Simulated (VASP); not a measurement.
# CsBr (Pm-3m) in VASP: settings compared

CsBr is run at these levels: PBE, r2SCAN, HSE06, PBE0; tasks: single point.

All numbers are computed with VASP 6.6.1; they aren't measurements. Logs are shortened: lines on timing, memory, paths and dates and some standing lists are left out, and cuts for length are marked.

## 1. The cell of the first run

Symmetry: Pm-3m, No. 221, cubic system. The conventional cell has a = 4.319 Å, b = 4.319 Å, c = 4.319 Å, α = 90.00°, β = 90.00°, γ = 90.00°. Cs (site symmetry m-3m) has 8 Br at 3.74 Å and 6 Cs at 4.32 Å within 4.9 Å. Within 4.9 Å of Br (site symmetry m-3m) lie 8 Cs at 3.74 Å and 6 Br at 4.32 Å.

## 2. Single point, PBE

The input, INCAR:

```
SYSTEM = CsBr
PREC     = Accurate       ! precision mode
ENCUT    = 500            ! plane-wave cutoff, eV
EDIFF    = 1E-6           ! SCF threshold, eV
ISMEAR   = 0              ! smearing method
SIGMA    = 0.01           ! smearing width, eV
LREAL    = .False.        ! projectors in reciprocal space
LASPH    = .True.         ! aspherical terms in the spheres
NELM     = 120            ! most SCF steps
ALGO     = Normal         ! electronic algorithm
ISIF     = 2              ! what is computed and relaxed
LWAVE    = .False.        ! write WAVECAR
LCHARG   = .True.         ! write CHGCAR
GGA      = PE             ! functional
LELF     = .True.         ! ELF
LVHAR    = .True.       
NBANDS   = 15             ! bands
GGA_COMPAT= .False.
```

The input, KPOINTS:

```
regular mesh
0
Gamma
  4 4 4
  0 0 0
```

The input, POSCAR:

```
CsBr
1.0
    4.3193780776      0.0000000000      0.0000000000
    0.0000000000      4.3193780776      0.0000000000
    0.0000000000      0.0000000000      4.3193780776
Cs Br
1 1
Direct
    0.0000000000      0.0000000000      0.0000000000
    0.5000000000      0.5000000000      0.5000000000
```

Potentials or basis: VASP PAW PBE potentials, release 64 (Cs_sv, Br).

Launch:

```
> cat potpaw_PBE.64/Cs_sv/POTCAR potpaw_PBE.64/Br/POTCAR > POTCAR
> mpirun -np 1 vasp_std > vasp.out
```

OUTCAR:

```text
SYSTEM = CsBr
   PREC = Accurate
   ENCUT = 500
   EDIFF = 1E-6
   ISMEAR = 0
   LREAL = .False.
   LASPH = .True.
   NELM = 120
   ISIF = 2
   GGA = PE

 ion  position               nearest neighbor table
   1  0.000  0.000  0.000-
   2  0.500  0.500  0.500-

  LATTYP: Found a simple cubic cell.
 ALAT       =     4.3193780776

  Lattice vectors:

 A1 = (   4.3193780776,   0.0000000000,   0.0000000000)
 A2 = (   0.0000000000,   4.3193780776,   0.0000000000)
 A3 = (   0.0000000000,   0.0000000000,   4.3193780776)

Analysis of symmetry for initial positions (statically):
=====================================================================
 Subroutine PRICEL returns:
 Original cell was already a primitive cell.

 Routine SETGRP: Setting up the symmetry group for a
 simple cubic supercell.

 Subroutine GETGRP returns: Found 48 space group operations
 (whereof 48 operations were pure point group operations)
 out of a pool of 48 trial point group operations.

The static configuration has the point symmetry O_h .

Analysis of symmetry for dynamics (positions and initial velocities):
=====================================================================
 Subroutine PRICEL returns:
 Original cell was already a primitive cell.

 Routine SETGRP: Setting up the symmetry group for a
 simple cubic supercell.

 Subroutine GETGRP returns: Found 48 space group operations
 (whereof 48 operations were pure point group operations)
 out of a pool of 48 trial point group operations.

The dynamic configuration has the point symmetry O_h .

 Subroutine INISYM returns: Found 48 space group operations
 (whereof 48 operations are pure point group operations),
 and found     1 'primitive' translations

----------------------------------------------------------------------------------------

                                     Primitive cell

  volume of cell :      80.5868

  direct lattice vectors                    reciprocal lattice vectors
     4.319378078  0.000000000  0.000000000     0.231514811  0.000000000  0.000000000
     0.000000000  4.319378078  0.000000000     0.000000000  0.231514811  0.000000000
     0.000000000  0.000000000  4.319378078     0.000000000  0.000000000  0.231514811

  length of vectors
     4.319378078  4.319378078  4.319378078     0.231514811  0.231514811  0.231514811

  position of ions in fractional coordinates (direct lattice)
     0.000000000  0.000000000  0.000000000
     0.500000000  0.500000000  0.500000000

  ion indices of the primitive-cell ions
   primitive index   ion index
                 1           1
                 2           2

----------------------------------------------------------------------------------------

 KPOINTS: regular mesh

Automatic generation of k-mesh.
 Grid dimensions read from file:
 generate k-points for:    4    4    4

 Generating k-lattice:

  Cartesian coordinates                     Fractional coordinates (reciprocal lattice)
     0.057878703  0.000000000  0.000000000     0.250000000  0.000000000  0.000000000
     0.000000000  0.057878703  0.000000000     0.000000000  0.250000000  0.000000000
     0.000000000  0.000000000  0.057878703     0.000000000  0.000000000  0.250000000

  Length of vectors
     0.057878703  0.057878703  0.057878703

  Shift w.r.t. Gamma in fractional coordinates (k-lattice)
     0.000000000  0.000000000  0.000000000

 Subroutine IBZKPT returns following result:
 ===========================================

 Found     10 irreducible k-points:

 Following reciprocal coordinates:
            Coordinates               Weight
  0.000000  0.000000  0.000000      1.000000
  0.250000  0.000000  0.000000      6.000000
  0.500000  0.000000  0.000000      3.000000
  0.250000  0.250000  0.000000     12.000000
  0.500000  0.250000  0.000000     12.000000
  0.500000  0.500000  0.000000      3.000000
  0.250000  0.250000  0.250000      8.000000
  0.500000  0.250000  0.250000     12.000000
  0.500000  0.500000  0.250000      6.000000
  0.500000  0.500000  0.500000      1.000000
   k-points           NKPTS =     10   k-points in BZ     NKDIM =     10   number of bands    NBANDS=     15
   number of dos      NEDOS =    301   number of ions     NIONS =      2
   total plane-waves  NPLWV =  32768
   dimension x,y,z NGX =    32 NGY =   32 NGZ =   32
   dimension x,y,z NGXF=    64 NGYF=   64 NGZF=   64
   ions per type =               1   1
   NGX,Y,Z   is equivalent  to a cutoff of  12.32, 12.32, 12.32 a.u.
   NGXF,Y,Z  is equivalent  to a cutoff of  24.63, 24.63, 24.63 a.u.
 SYSTEM =  CsBr
   PREC   = accura    normal or accurate (medium, high low for compatibility)
   ISTART =      0    job   : 0-new  1-cont  2-samecut
   ICHARG =      2    charge: 1-file 2-atom 10-const
   ISPIN  =      1    spin polarized calculation?
   LNONCOLLINEAR =      F non collinear calculations
   LSORBIT =      F    spin-orbit coupling
   LASPH  =      T    aspherical Exc in radial PAW
   ENCUT  =  500.0 eV  36.75 Ry    6.06 a.u.   7.88  7.88  7.88*2*pi/ulx,y,z
   NELM   =    120;   NELMIN=  2; NELMDL= -5     # of ELM steps
   EDIFF  = 0.1E-05   stopping-criterion for ELM
   LREAL  =      F    real-space projection
   EDIFFG = 0.1E-04   stopping-criterion for IOM
   NSW    =      0    number of steps for IOM
   IBRION =     -1    ionic relax: 0-MD 1-quasi-New 2-CG
   NFREE  =      0    steps in history (QN), initial steepest desc. (CG)
   ISIF   =      2    stress and relaxation
   ISYM   =      2    0-nonsym 1-usesym 2-fastsym
   POTIM  = 0.5000    time-step for ionic-motion
   TEBEG  =    0.0;   TEEND  =   0.0 temperature during run
   PSTRESS=    0.0 pullay stress
   NELECT =      16.0000    total number of electrons
   NUPDOWN=      -1.0000    fix difference up-down
   EMIN   =  10.00;   EMAX   =-10.00  energy-range for DOS
   EFERMI =   0.00;   METHOD = LEGACY
   ISMEAR =     0;   SIGMA  =   0.01  broadening in eV -4-tet -1-fermi 0-gaus
   EFERMI_NEDOS =   21; number of points for ismear=-14 and -15
   IALGO  =     38    algorithm
   IMIX   =      4    mixing-type and parameters
     AMIX     =   0.40;   BMIX     =  1.00
     AMIX_MAG =   1.60;   BMIX_MAG =  1.00
  volume/ion in A,a.u.               =      40.29       271.91
  Fermi-wavevector in a.u.,A,eV,Ry     =   0.955052  1.804786 12.410200  0.912124
  Thomas-Fermi vector in A             =   2.083854
   LORBIT       =      0    0 simple, 1 ext, 2 COOP (PROOUT), +10 PAW based schemes
   GGA     = PE    functional components
   LHFCALC =     F    Hartree Fock is set to
   AEXX    =    0.0000 exact exchange contribution
   IVDW    =     0    specifies the selected vdW correction
   LEPSILON=     F    determine dielectric tensor
   LRPA    =     F    only Hartree local field effects (RPA)
 non-spin polarized calculation
 Gauss-broadening in eV      SIGMA  =   0.01
  energy-cutoff  :      500.00
  volume of cell :       80.59
 maximum number of plane-waves:      2103
 NGX is ok and might be reduce to    32
   NGX = 15   NGY = 15   NGZ = 15

 number of electron      16.0000001 magnetization

 Free energy of the ion-electron system (eV)
  ---------------------------------------------------
  ext. energy  EPLUGINS =         0.00000000
  ---------------------------------------------------
  free energy    TOTEN  =        -6.01406647 eV

  energy without entropy =       -6.01406647  energy(sigma->0) =       -6.01406647

 E-fermi :  -0.3450     XC(G=0):  -7.9709

 val. band max:       -0.4079062906   @ k =   0.5000   0.5000   0.0000
 cond. band min:       4.0167034058   @ k =   0.0000   0.0000   0.0000
 fundamental gap:      4.4246096964
 Fermi energy:        -0.3450317355

 k-point     1 :       0.0000    0.0000    0.0000
  band No.  band energies     occupation
      1     -20.2238      2.00000
      2     -12.7495      2.00000
      3      -6.8263      2.00000
      4      -6.8263      2.00000
      5      -6.8263      2.00000
      6      -0.4162      2.00000
      7      -0.4162      2.00000
      8      -0.4162      2.00000
      9       4.0167      0.00000
     10       4.5246      0.00000
     11       4.5246      0.00000
     12       8.6366      0.00000
     13       8.6366      0.00000
     14       8.6366      0.00000
     15      11.5917      0.00000

 k-point     2 :       0.2500    0.0000    0.0000
  band No.  band energies     occupation
      1     -20.1996      2.00000
      2     -12.7548      2.00000
      3      -7.0207      2.00000
      4      -6.7783      2.00000
      5      -6.7783      2.00000
      6      -1.1407      2.00000
      7      -0.5106      2.00000
      8      -0.5106      2.00000
      9       4.9031      0.00000
     10       5.2913      0.00000
     11       5.7388      0.00000
     12       8.4027      0.00000
     13       8.4027      0.00000
     14       8.9289      0.00000
     15       9.4006      0.00000

 k-point     3 :       0.5000    0.0000    0.0000
  band No.  band energies     occupation
      1     -20.1751      2.00000
      2     -12.7621      2.00000
      3      -7.1926      2.00000
      4      -6.7289      2.00000
      5      -6.7289      2.00000
      6      -1.6905      2.00000
      7      -0.6093      2.00000
      8      -0.6093      2.00000
      9       5.5070      0.00000
     10       6.7820      0.00000
     11       7.2270      0.00000
     12       7.9180      0.00000
     13       8.3855      0.00000
     14       8.3855      0.00000
     15       9.3283      0.00000
[... 91 lines left out ...]
 k-point     9 :       0.5000    0.5000    0.2500
  band No.  band energies     occupation
      1     -20.1136      2.00000
      2     -12.6161      2.00000
      3      -7.2949      2.00000
      4      -7.2949      2.00000
      5      -6.9497      2.00000
      6      -1.2626      2.00000
      7      -1.2626      2.00000
      8      -1.0424      2.00000
      9       6.2458      0.00000
     10       6.3971      0.00000
     11       7.1109      0.00000
     12       7.1109      0.00000
     13       9.7650      0.00000
     14       9.7650      0.00000
     15      10.6853      0.00000

 k-point    10 :       0.5000    0.5000    0.5000
  band No.  band energies     occupation
      1     -20.0936      2.00000
      2     -12.5795      2.00000
      3      -7.2080      2.00000
      4      -7.2080      2.00000
      5      -7.2080      2.00000
      6      -1.5380      2.00000
      7      -1.5380      2.00000
      8      -1.5380      2.00000
      9       7.8054      0.00000
     10       7.8054      0.00000
     11       7.8054      0.00000
     12       8.6532      0.00000
     13       8.6532      0.00000
     14       8.6532      0.00000
     15      10.7834      0.00000

------------------------ aborting loop because EDIFF is reached ----------------------------------------

  FORCE on cell =-STRESS in cart. coord.  units (eV):
  Direction    XX          YY          ZZ          XY          YZ          ZX
  --------------------------------------------------------------------------------------
  -------------------------------------------------------------------------------------
  Total        0.3655528      0.3655528      0.3655528      0.0000000      0.0000000     -0.0000000
  in kB        7.2676999      7.2676999      7.2676999      0.0000000      0.0000000     -0.0000000
  external PRESSURE =       7.2676999 kB  Pullay stress =       0.0000000 kB

 VOLUME and BASIS-vectors are now :
 -----------------------------------------------------------------------------
  energy-cutoff  :      500.00
  volume of cell :       80.59
      direct lattice vectors                 reciprocal lattice vectors
     4.319378078  0.000000000  0.000000000     0.231514811  0.000000000  0.000000000
     0.000000000  4.319378078  0.000000000     0.000000000  0.231514811  0.000000000
     0.000000000  0.000000000  4.319378078     0.000000000  0.000000000  0.231514811

 POSITION                                       TOTAL-FORCE (eV/Angst)
 -----------------------------------------------------------------------------------
      0.00000      0.00000      0.00000         0.000000      0.000000      0.000000
      2.15969      2.15969      2.15969         0.000000      0.000000      0.000000
 -----------------------------------------------------------------------------------
    total drift:                                0.000000      0.000000     -0.000000

  FREE ENERGIE OF THE ION-ELECTRON SYSTEM (eV)
  ---------------------------------------------------
  free  energy   TOTEN  =        -6.0140664689 eV

  energy  without entropy=       -6.0140664689  energy(sigma->0) =       -6.01406647
```

Run time: 5.5 s. Hardware: 1 thread of Intel Xeon 6975P-C (Granite Rapids), shared host; peak memory 0.18 GiB.

What came out:

```
Free energy            : -6.0141 eV
Pressure               : 0.7 GPa
Band gap on the k mesh : 4.42 eV, indirect (least direct gap 4.43 eV)
```

Caveat: spin-orbit coupling is left out, which moves the levels of the heavy elements. A hybrid or GW would open this gap; PBE tends to underestimate it.

## 3. Single point, PBE

The input, INCAR:

```
PREC = Accurate
ENCUT = 500
EDIFF = 1E-6
ISMEAR = 0
SIGMA = 0.01
LREAL = F
LASPH = T
NELM = 120
ALGO = Normal
ISIF = 2
LWAVE = F
LCHARG = F
GGA = PE
NBANDS = 15
GGA_COMPAT = F
```

The input, KPOINTS:

```
Automatic mesh
0
Gamma
  4 4 4
```

POSCAR is that of step 2.

Potentials or basis: VASP PAW PBE potentials, release 64 (Cs_sv, Br).

Launch:

```
> cat potpaw_PBE.64/Cs_sv/POTCAR potpaw_PBE.64/Br/POTCAR > POTCAR
> mpirun -np 1 vasp_std > vasp.out
```

Run time: 5.3 s. Hardware: 1 thread of Intel Xeon 6975P-C (Granite Rapids), shared host; peak memory 0.17 GiB.

It converged, with:

| Quantity | Value |
| --- | --- |
| Free energy | -6.0141 eV |
| Pressure | 0.7 GPa |
| Band gap on the k mesh | 4.42 eV, indirect (least direct gap 4.43 eV) |

Levels at points of the mesh, in eV from the valence-band top:
| k point | band 5 | band 6 | band 7 | band 8 | band 9 | band 10 | band 11 | band 12 |
| --- | --- | --- | --- | --- | --- | --- | --- | --- |
| (0.00, 0.00, 0.00) | -6.42 | -0.01 | -0.01 | -0.01 | 4.42 | 4.93 | 4.93 | 9.04 |
| (0.50, 0.00, 0.00) | -6.32 | -1.28 | -0.20 | -0.20 | 5.91 | 7.19 | 7.63 | 8.33 |
| (0.50, 0.50, 0.00) | -6.26 | -0.57 | -0.57 | 0.00 | 5.25 | 5.48 | 7.20 | 7.20 |
| (0.50, 0.50, 0.50) | -6.80 | -1.13 | -1.13 | -1.13 | 8.21 | 8.21 | 8.21 | 9.06 |

Caveat: spin-orbit coupling is left out, which moves the levels of the heavy elements.

## 4. Single point, r2SCAN

POSCAR is that of step 3.

The input, INCAR.step1:

```
SYSTEM = CsBr
PREC     = Accurate       ! precision mode
ENCUT    = 550            ! plane-wave cutoff, eV
ISMEAR   = 0              ! smearing method
SIGMA    = 0.01           ! smearing width, eV
LREAL    = .FALSE.        ! projectors in reciprocal space
LASPH    = .TRUE.         ! aspherical terms in the spheres
NELM     = 120            ! most SCF steps
NBANDS   = 15             ! bands
GGA      = PE             ! functional
ALGO     = Normal         ! electronic algorithm
EDIFF    = 1E-5           ! SCF threshold, eV
LWAVE    = .TRUE.         ! write WAVECAR
LCHARG   = .FALSE.        ! write CHGCAR
GGA_COMPAT= .FALSE.
```

The input, INCAR.step2:

```
SYSTEM = CsBr
PREC     = Accurate       ! precision mode
ENCUT    = 550            ! plane-wave cutoff, eV
EDIFF    = 1E-6           ! SCF threshold, eV
ISMEAR   = 0              ! smearing method
SIGMA    = 0.01           ! smearing width, eV
LREAL    = .FALSE.        ! projectors in reciprocal space
LASPH    = .TRUE.         ! aspherical terms in the spheres
NELM     = 120            ! most SCF steps
ALGO     = Normal         ! electronic algorithm
ISIF     = 2              ! what is computed and relaxed
LWAVE    = .FALSE.        ! write WAVECAR
LCHARG   = .FALSE.        ! write CHGCAR
METAGGA  = R2SCAN         ! meta-GGA
LMIXTAU  = .TRUE.       
NBANDS   = 15             ! bands
ISTART   = 1            
GGA_COMPAT= .FALSE.
```

The input, KPOINTS:

```
regular mesh
0
G
  4 4 4
  0 0 0
```

Launch:

```
> cat potpaw_PBE.64/Cs_sv/POTCAR potpaw_PBE.64/Br/POTCAR > POTCAR
> cp INCAR.step1 INCAR
> mpirun -np 1 vasp_std > vasp.out
> cp INCAR.step2 INCAR
> mpirun -np 1 vasp_std > vasp.out
```

It took 28 s on 1 thread of Intel Xeon 6975P-C (Granite Rapids), shared host; peak memory 0.21 GiB.

It converged, with:

| Item | Value |
| --- | --- |
| Free energy | -42.3245 eV |
| Pressure | 0.1 GPa |
| Band gap on the k mesh | 5.19 eV, indirect (the least direct gap lies 4.9 meV higher) |

Levels at points of the mesh, in eV from the valence-band top:
```
           k point  band 6  band 7  band 8  band 9  band 10  band 11
(0.00, 0.00, 0.00)    0.00    0.00    0.00    5.19     5.42     5.42
(0.50, 0.00, 0.00)   -1.26   -0.20   -0.20    6.43     7.85     8.37
(0.50, 0.50, 0.00)   -0.58   -0.58    0.00    5.83     6.11     7.85
(0.50, 0.50, 0.50)   -1.13   -1.13   -1.13    8.89     8.89     8.89
```

Caveat: the PAW data sets were made with another functional, which shifts forces and pressure a little; spin-orbit coupling is left out, which moves the levels of the heavy elements.

## 5. Single point, PBE

The input, INCAR:

```
ALGO = Normal
EDIFF = 1E-6
ENCUT = 500
GGA = PE
GGA_COMPAT = F
ISIF = 2
ISMEAR = 0
LASPH = T
LCHARG = F
LREAL = F
LWAVE = F
NBANDS = 15
NELM = 120
PREC = Accurate
SIGMA = 0.01
```

The input, KPOINTS:

```
k-points
0
Gamma
  6 6 6
```

POSCAR is that of step 4.

Launch:

```
> cat potpaw_PBE.64/Cs_sv/POTCAR potpaw_PBE.64/Br/POTCAR > POTCAR
> mpirun -np 1 vasp_std > vasp.out
```

It took 7.3 s on 1 thread of Intel Xeon 6975P-C (Granite Rapids), shared host; peak memory 0.18 GiB.

Results (log left out):

- Free energy: -6.0151 eV
- Pressure: 0.7 GPa
- Band gap on the k mesh: 4.43 eV, indirect (least direct gap 4.43 eV)

Levels at points of the mesh, in eV from the valence-band top:
| k point | band 6 | band 7 | band 8 | band 9 | band 10 | band 11 |
| --- | --- | --- | --- | --- | --- | --- |
| (0.00, 0.00, 0.00) | -0.01 | -0.01 | -0.01 | 4.43 | 4.93 | 4.93 |
| (0.50, 0.00, 0.00) | -1.28 | -0.20 | -0.20 | 5.92 | 7.19 | 7.64 |
| (0.50, 0.50, 0.00) | -0.57 | -0.57 | 0.00 | 5.25 | 5.48 | 7.21 |
| (0.50, 0.50, 0.50) | -1.13 | -1.13 | -1.13 | 8.21 | 8.21 | 8.21 |

Caveat: spin-orbit coupling is left out, which moves the levels of the heavy elements. A hybrid or GW would open this gap; PBE tends to underestimate it.

[end of part 1 of 2]
